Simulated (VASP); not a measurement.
# KF in VASP: further runs

Runs on KF. Level: PBE. Tasks: G0W0 quasiparticle levels.

All numbers are computed with VASP 6.6.1; they aren't measurements. Logs are shortened: lines on timing, memory, paths and dates and some standing lists are left out, and cuts for length are marked.

### Step 1. The cell of the first run

The structure is trigonal, space group R-3m (No. 166). Conventional cell: a = 3.760 Å, b = 3.760 Å, c = 9.165 Å, α = 90.00°, β = 90.00°, γ = 120.00°. K (site symmetry -3m) has 6 F at 2.65 Å within 3.5 Å. Within 3.5 Å of F (site symmetry -3m) lie 6 K at 2.65 Å.

### Step 2. G0W0 quasiparticle levels, PBE

File POSCAR:

```
KF
1.0
   -0.0088632019      2.6500973535      2.6500973535
    2.6500973535     -0.0088632019      2.6500973535
    2.6500973535      2.6500973535     -0.0088632019
K F
1 1
Direct
    0.0000000000      0.0000000000      0.0000000000
    0.5000000000      0.5000000000      0.5000000000
```

File INCAR.step1:

```
SYSTEM = KF
ALGO = Normal
EDIFF = 1E-8
ENCUT = 500
GGA = PE
ISMEAR = 0
LASPH = .TRUE.
LCHARG = .FALSE.
LREAL = .FALSE.
LWAVE = .TRUE.
NELM = 60
PREC = Accurate
SIGMA = 0.01
```

File INCAR.step2:

```
SYSTEM = KF
ALGO = Exact
EDIFF = 1E-8
ENCUT = 500
GGA = PE
ISMEAR = 0
ISTART = 1
LASPH = .TRUE.
LCHARG = .FALSE.
LOPTICS = .TRUE.
LREAL = .FALSE.
LWAVE = .TRUE.
NBANDS = 164
NELM = 1
PREC = Accurate
SIGMA = 0.01
```

File INCAR.step3:

```
SYSTEM = KF
ALGO = EVGW0
EDIFF = 1E-8
ENCUT = 500
ENCUTGW = 150.0
GGA = PE
ISMEAR = 0
ISTART = 1
LASPH = .TRUE.
LCHARG = .FALSE.
LREAL = .FALSE.
LWAVE = .FALSE.
NBANDS = 164
NBANDSGW = 16
NELMGW = 1
NOMEGA = 96
OMEGAMAX = 30
PREC = Accurate
PRECFOCK = Fast
SIGMA = 0.01
```

File KPOINTS:

```
k-points
0
G
  4 4 4
  0 0 0
```

Potentials or basis: VASP PAW PBE potentials, release 64 (K_sv_GW, F_GW).

The run is started by

```bash
$ cat potpaw_PBE.64/K_sv_GW/POTCAR potpaw_PBE.64/F_GW/POTCAR > POTCAR
$ cp INCAR.step1 INCAR
$ mpirun -np 1 vasp_std > vasp.out
$ cp INCAR.step2 INCAR
$ mpirun -np 1 vasp_std > vasp.out
$ cp INCAR.step3 INCAR
$ mpirun -np 1 vasp_std > vasp.out
```

OUTCAR:

```text
SYSTEM = KF
   EDIFF = 1E-8
   ENCUT = 500
   ENCUTGW = 150.0
   GGA = PE
   ISMEAR = 0
   ISTART = 1
   LASPH = .TRUE.
   LREAL = .FALSE.
   NELMGW = 1
   PREC = Accurate
   PRECFOCK = Fast

 ion  position               nearest neighbor table
   1  0.000  0.000  0.000-   2 2.65   2 2.65   2 2.65   2 2.65   2 2.65   2 2.65
   2  0.500  0.500  0.500-   1 2.65   1 2.65   1 2.65   1 2.65   1 2.65   1 2.65

  LATTYP: Found a trigonal (rhomboedric) cell.
 ALAT       =     3.7478140992
 COS(alpha) =     0.4966527407

  Lattice vectors:

 A1 = (  -0.0088632019,   2.6500973535,   2.6500973535)
 A2 = (   2.6500973535,  -0.0088632019,   2.6500973535)
 A3 = (   2.6500973535,   2.6500973535,  -0.0088632019)

Analysis of symmetry for initial positions (statically):
=====================================================================
 Subroutine PRICEL returns:
 Original cell was already a primitive cell.

 Routine SETGRP: Setting up the symmetry group for a
 trigonal (rhombohedral) supercell.

 Subroutine GETGRP returns: Found 12 space group operations
 (whereof 12 operations were pure point group operations)
 out of a pool of 12 trial point group operations.

The static configuration has the point symmetry D_3d.

Analysis of symmetry for dynamics (positions and initial velocities):
=====================================================================
 Subroutine PRICEL returns:
 Original cell was already a primitive cell.

 Routine SETGRP: Setting up the symmetry group for a
 trigonal (rhombohedral) supercell.

 Subroutine GETGRP returns: Found 12 space group operations
 (whereof 12 operations were pure point group operations)
 out of a pool of 12 trial point group operations.

The dynamic configuration has the point symmetry D_3d.

 Subroutine INISYM returns: Found 12 space group operations
 (whereof 12 operations are pure point group operations),
 and found     1 'primitive' translations

----------------------------------------------------------------------------------------

                                     Primitive cell

  volume of cell :      37.4101

  direct lattice vectors                    reciprocal lattice vectors
    -0.008863202  2.650097354  2.650097354    -0.187728426  0.188358387  0.188358387
     2.650097354 -0.008863202  2.650097354     0.188358387 -0.187728426  0.188358387
     2.650097354  2.650097354 -0.008863202     0.188358387  0.188358387 -0.187728426

  length of vectors
     3.747814099  3.747814099  3.747814099     0.325882994  0.325882994  0.325882994

  position of ions in fractional coordinates (direct lattice)
     0.000000000  0.000000000  0.000000000
     0.500000000  0.500000000  0.500000000

  ion indices of the primitive-cell ions
   primitive index   ion index
                 1           1
                 2           2

----------------------------------------------------------------------------------------

 KPOINTS: k-points

Automatic generation of k-mesh.
 Grid dimensions read from file:
 generate k-points for:    4    4    4

 Generating k-lattice:

  Cartesian coordinates                     Fractional coordinates (reciprocal lattice)
    -0.046932106  0.047089597  0.047089597     0.250000000  0.000000000  0.000000000
     0.047089597 -0.046932106  0.047089597     0.000000000  0.250000000  0.000000000
     0.047089597  0.047089597 -0.046932106     0.000000000  0.000000000  0.250000000

  Length of vectors
     0.081470748  0.081470748  0.081470748

  Shift w.r.t. Gamma in fractional coordinates (k-lattice)
     0.000000000  0.000000000  0.000000000

 Subroutine IBZKPT returns following result:
 ===========================================

 Found     13 irreducible k-points:

 Following reciprocal coordinates:
            Coordinates               Weight
  0.000000  0.000000  0.000000      1.000000
  0.250000  0.000000 -0.000000      6.000000
  0.500000  0.000000 -0.000000      3.000000
  0.250000  0.250000  0.000000      6.000000
  0.500000  0.250000  0.000000     12.000000
 -0.250000  0.250000  0.000000      6.000000
  0.500000  0.500000  0.000000      3.000000
  0.250000  0.250000  0.250000      2.000000
  0.500000  0.250000  0.250000      6.000000
 -0.250000  0.250000  0.250000      6.000000
  0.500000  0.500000  0.250000      6.000000
 -0.250000  0.500000  0.250000      6.000000
  0.500000  0.500000  0.500000      1.000000
   k-points           NKPTS =     13   k-points in BZ     NKDIM =     64   number of bands    NBANDS=    164
   number of dos      NEDOS =    301   number of ions     NIONS =      2
   total plane-waves  NPLWV =  21952
   dimension x,y,z NGX =    28 NGY =   28 NGZ =   28
   dimension x,y,z NGXF=    56 NGYF=   56 NGZF=   56
   ions per type =               1   1
   NGX,Y,Z   is equivalent  to a cutoff of  12.42, 12.42, 12.42 a.u.
   NGXF,Y,Z  is equivalent  to a cutoff of  24.84, 24.84, 24.84 a.u.
 SYSTEM =  KF
   PREC   = accura    normal or accurate (medium, high low for compatibility)
   ISTART =      1    job   : 0-new  1-cont  2-samecut
   ICHARG =      0    charge: 1-file 2-atom 10-const
   ISPIN  =      1    spin polarized calculation?
   LNONCOLLINEAR =      F non collinear calculations
   LSORBIT =      F    spin-orbit coupling
   LASPH  =      T    aspherical Exc in radial PAW
   ENCUT  =  500.0 eV  36.75 Ry    6.06 a.u.   6.83  6.83  6.83*2*pi/ulx,y,z
   NELM   =     60;   NELMIN=  2; NELMDL=  0     # of ELM steps
   EDIFF  = 0.1E-07   stopping-criterion for ELM
   LREAL  =      F    real-space projection
   EDIFFG = 0.1E-06   stopping-criterion for IOM
   NSW    =      0    number of steps for IOM
   IBRION =     -1    ionic relax: 0-MD 1-quasi-New 2-CG
   NFREE  =      0    steps in history (QN), initial steepest desc. (CG)
   ISIF   =      0    stress and relaxation
   ISYM   =      3    0-nonsym 1-usesym 2-fastsym
   POTIM  = 0.5000    time-step for ionic-motion
   TEBEG  =    0.0;   TEEND  =   0.0 temperature during run
   PSTRESS=    0.0 pullay stress
   NELECT =      16.0000    total number of electrons
   NUPDOWN=      -1.0000    fix difference up-down
   EMIN   =  10.00;   EMAX   =-10.00  energy-range for DOS
   EFERMI =   0.00;   METHOD = LEGACY
   ISMEAR =     0;   SIGMA  =   0.01  broadening in eV -4-tet -1-fermi 0-gaus
   EFERMI_NEDOS =   21; number of points for ismear=-14 and -15
   IALGO  =     38    algorithm
   IMIX   =      4    mixing-type and parameters
     AMIX     =   0.40;   BMIX     =  1.00
     AMIX_MAG =   1.60;   BMIX_MAG =  1.00
  volume/ion in A,a.u.               =      18.71       126.23
  Fermi-wavevector in a.u.,A,eV,Ry     =   1.233442  2.330867 20.699605  1.521378
  Thomas-Fermi vector in A             =   2.368172
   LORBIT       =      0    0 simple, 1 ext, 2 COOP (PROOUT), +10 PAW based schemes
   GGA     = PE    functional components
   LHFCALC =     T    Hartree Fock is set to
   PRECFOCK=fast      Normal, Fast or Accurate (Low or Medium for compatibility)
   ENCUT4O =  -1.0   cutoff for four orbital integrals eV
   NKREDX  =     1    reduce k-point grid by
   NKREDY  =     1    reduce k-point grid by
   NKREDZ  =     1    reduce k-point grid by
   AEXX    =    1.0000 exact exchange contribution
   HFSCREEN=    0.0000 screening length (either q_TF or 0.3 A-1)
   HFSCREENC=   0.0000 screening length for correlation (either q_TF or 0.3 A-1)
   ENCUTFOCK=  -1.0 apply spherical cutoff to Coloumb kernel
   IVDW    =     0    specifies the selected vdW correction
   LEPSILON=     F    determine dielectric tensor
   LRPA    =     F    only Hartree local field effects (RPA)
   LRPAFORCE           =     F    calculate RPA forces
   ENCUTGW             = 150.0    cutoff for response function in eV
   ENCUTGWSOFT         = 120.0    soft cutoff for Coulomb kernel in GW response function in eV
   ENCUTLF             =  -1.0    cutoff for local field effects
   NELMGW              =     1    number of iterations in solving QP/BSE equation
   NELMHF              =     1    number of iterations in the inner HF iteration
   NKREDLFX            =     1    NKREDLFY  =   1   NKREDLFZ  =   1
 non-spin polarized calculation
 Gauss-broadening in eV      SIGMA  =   0.01
  energy-cutoff  :      500.00
  volume of cell :       37.41
 maximum number of plane-waves:       960
  NGX = 16; NGY = 16; NGZ = 16
   NGX = 13   NGY = 13   NGZ = 13
 maximum number of plane-waves:       169

 QP shifts <psi_nk| G(iteration)W_0 |psi_nk>: iteration 1
 for sc-GW calculations column KS-energies equals QP-energies in previous step
 and V_xc(KS)=  KS-energies - (<T + V_ion + V_H > + <T+V_H+V_ion>^1  + <V_x>^1)

 k-point   1 :       0.0000    0.0000    0.0000
  band No.  KS-energies  QP-energies   sigma(KS)   V_xc(KS)     V^pw_x(r,r')   Z            occupation Imag(sigma)

      1     -26.4066     -28.5577     -21.7544     -18.4201     -30.7058       0.6451       2.0000       0.5760
      2     -18.9993     -22.8145     -28.1529     -23.0043     -37.0229       0.7410       2.0000       0.6639
      3      -9.6426     -13.1829     -22.2591     -18.0595     -24.9318       0.8430       2.0000       0.0730
      4      -9.6426     -13.1829     -22.2591     -18.0595     -24.9318       0.8430       2.0000       0.0730
      5      -9.6402     -13.1792     -22.2641     -18.0657     -24.9345       0.8430       2.0000       0.0724
      6      -0.3436      -2.7730     -24.8652     -21.7712     -29.5564       0.7852       2.0000       0.0872
[... 8 lines left out ...]
     15      16.6713      17.0603      -4.1448      -4.5985      -0.6819       0.8573       0.0000      -0.2135
     16      24.1572      27.4024      -8.8369     -12.7247      -4.4910       0.8347       0.0000      -0.3065

 k-point   2 :       0.2500    0.0000   -0.0000
  band No.  KS-energies  QP-energies   sigma(KS)   V_xc(KS)     V^pw_x(r,r')   Z            occupation Imag(sigma)

      1     -26.3552     -28.5091     -21.8091     -18.4739     -30.7356       0.6458       2.0000       0.5617
      2     -19.0480     -22.9099     -28.0796     -22.9225     -36.9475       0.7488       2.0000       0.6725
      3      -9.7854     -13.3117     -22.1190     -17.8994     -24.7966       0.8357       2.0000       0.0722
      4      -9.6603     -13.2072     -22.2308     -18.0259     -24.8858       0.8435       2.0000       0.0690
      5      -9.6603     -13.2072     -22.2308     -18.0259     -24.8858       0.8435       2.0000       0.0690
      6      -0.7892      -3.2914     -23.6123     -20.4119     -28.1059       0.7818       2.0000       0.0894
[... 8 lines left out ...]
     15      18.2138      20.4999      -7.4224     -10.0467      -3.6574       0.8711       0.0000      -0.2310
     16      20.7118      22.4357      -7.2359      -9.1938      -3.4055       0.8805       0.0000      -0.3297

 k-point   3 :       0.5000    0.0000   -0.0000
  band No.  KS-energies  QP-energies   sigma(KS)   V_xc(KS)     V^pw_x(r,r')   Z            occupation Imag(sigma)

      1     -26.3030     -28.4574     -21.8651     -18.5296     -30.7667       0.6459       2.0000       0.5474
      2     -19.0990     -22.9665     -28.0045     -22.8381     -36.8695       0.7486       2.0000       0.6822
      3      -9.9255     -13.4667     -21.9891     -17.7487     -24.6773       0.8351       2.0000       0.0710
      4      -9.6786     -13.2314     -22.2019     -17.9908     -24.8398       0.8437       2.0000       0.0646
      5      -9.6786     -13.2314     -22.2019     -17.9908     -24.8398       0.8437       2.0000       0.0646
      6      -1.1525      -3.7287     -22.8252     -19.5302     -27.2251       0.7818       2.0000       0.0937
[... 174 lines left out ...]
      1     -26.2770     -28.4327     -21.8917     -18.5621     -30.7925       0.6474       2.0000       0.5497
      2     -19.0485     -22.9386     -28.1295     -22.9630     -37.0129       0.7529       2.0000       0.6766
      3     -10.0561     -13.6155     -21.7210     -17.4546     -24.4718       0.8343       2.0000       0.1007
      4     -10.0491     -13.6086     -21.7261     -17.4605     -24.4773       0.8345       2.0000       0.1008
      5      -9.7318     -13.2789     -22.1786     -17.9618     -24.8337       0.8412       2.0000       0.0664
      6      -0.7584      -3.2464     -24.0128     -20.8183     -28.6221       0.7789       2.0000       0.0914
[... 8 lines left out ...]
     15      15.8198      18.3701      -9.0266     -12.0495      -5.3906       0.8436       0.0000      -0.1206
     16      15.8353      18.3874      -9.0311     -12.0547      -5.3959       0.8441       0.0000      -0.1212

 k-point  13 :       0.5000    0.5000    0.5000
  band No.  KS-energies  QP-energies   sigma(KS)   V_xc(KS)     V^pw_x(r,r')   Z            occupation Imag(sigma)

      1     -26.3012     -28.4558     -21.8672     -18.5317     -30.7683       0.6459       2.0000       0.5472
      2     -19.0973     -22.9663     -28.0074     -22.8416     -36.8726       0.7490       2.0000       0.6820
      3      -9.9333     -13.4847     -21.9829     -17.7416     -24.6705       0.8373       2.0000       0.0707
      4      -9.6816     -13.2354     -22.1975     -17.9854     -24.8360       0.8437       2.0000       0.0648
      5      -9.6816     -13.2354     -22.1975     -17.9854     -24.8360       0.8437       2.0000       0.0648
      6      -1.1528      -3.7179     -22.8094     -19.5274     -27.2114       0.7816       2.0000       0.0938
[... 8 lines left out ...]
     15      15.8862      18.9547      -9.6115     -13.2154      -5.8655       0.8514       0.0000      -0.1236
     16      18.1932      19.5357      -6.0979      -7.6442      -2.5250       0.8682       0.0000      -0.1471
```

Run time: 2.9 min. Hardware: 1 thread of Intel Xeon Platinum 8488C (Sapphire Rapids), shared host; peak memory 0.42 GiB.

Results:

```yaml
Quasiparticle_gap: 9.74 eV
Least_direct_quasiparticle_gap: 9.74 eV
Band_gap_of_the_starting_levels_on_the_mesh: 6.28 eV
Least_direct_gap_of_the_starting_levels_on_the_mesh: 6.28 eV
```

Caveat: the k points lie up to 0.51 Å⁻¹ apart; bands, screening cutoff and mesh are small and nothing is extrapolated, so the quasiparticle values aren't converged.

(Continued in part 2 of 2.)
